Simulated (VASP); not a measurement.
Here is a VASP 6.6.1 calculation.

INCAR

```
SYSTEM = Tl8HCl8
  PREC = Accurate
  ENCUT = 520
  EDIFF = 1E-6
  ISMEAR = 0
  SIGMA = 0.02
  LREAL = Auto
  LASPH = .TRUE.
  NELM = 80
  ALGO = Normal
  ISIF = 2
  LWAVE = .FALSE.
  LCHARG = .FALSE.
  GGA = PE
  NBANDS = 94
  NELECT = 162.0
```

Contents of KPOINTS:

```
Automatic mesh
0
Gamma
  2 2 2
  0.5 0.5 0.5
```

File POSCAR:

```
Tl8HCl8
1.0
    0.0000000000      0.0000000000      7.7949666903
   -7.7949666903      0.0000000000      0.0000000000
    0.0000000000     -7.7949666903      0.0000000000
Tl Cl H
8 8 1
Direct
   -0.0002354083      0.3915785816      0.0000146248
    0.4995505632      0.5378686230     -0.0000351509
    0.0006076998      0.4947937757      0.5000112451
    0.5008570473      0.5145044436      0.4999818671
   -0.2773328079      1.0000467365     -0.0000029506
    0.2756716078      0.9999532146      0.0000029506
    0.0002354083      0.9856605301      0.4999691666
    0.5003623691      1.0060992319      0.5000221495
    0.2624011213      0.2673563702      0.2762836694
    0.7384962924      0.2672583582      0.2764353057
    0.2624456372      0.2674215404      0.7237883399
    0.7385209237      0.2672434768      0.7235530598
    0.2427814095      0.7323876069      0.2705574102
    0.7585405089      0.7327243626      0.2703947411
    0.2427957777      0.7324432838      0.7293940085
    0.7585369168      0.7326999879      0.7296253116
   -0.0010216849      0.0636931522      1.0000095330
```

Potentials or basis: VASP PAW PBE potentials, release 64 (Tl_d, Cl, H).

The run is started by

```sh
$ cat potpaw_PBE.64/Tl_d/POTCAR potpaw_PBE.64/Cl/POTCAR potpaw_PBE.64/H/POTCAR > POTCAR
$ mpirun -np 1 vasp_std > vasp.out
```

Question: What does it give for the largest force?

Answer: 0.010 eV/Å.

Forces in eV/Å, atoms in the order of the input:
```
Tl  -0.005  0.000  0.000
Tl   0.003  0.000  0.000
Tl  -0.002  0.000  0.001
Tl  -0.001  0.000  0.000
Tl   0.002  0.000  0.002
Tl   0.002  0.000  0.000
Tl   0.002  0.000  0.000
Tl   0.002  0.000 -0.002
Cl   0.005 -0.002  0.007
Cl   0.006 -0.003 -0.007
Cl   0.005  0.003  0.007
Cl   0.006  0.003 -0.007
Cl  -0.007 -0.001  0.004
Cl  -0.007 -0.002 -0.005
Cl  -0.007  0.001  0.004
Cl  -0.007  0.002 -0.005
H    0.002  0.000  0.000
```

Caveat: the cell carries a net charge on a neutralising background, which shifts energy and pressure.
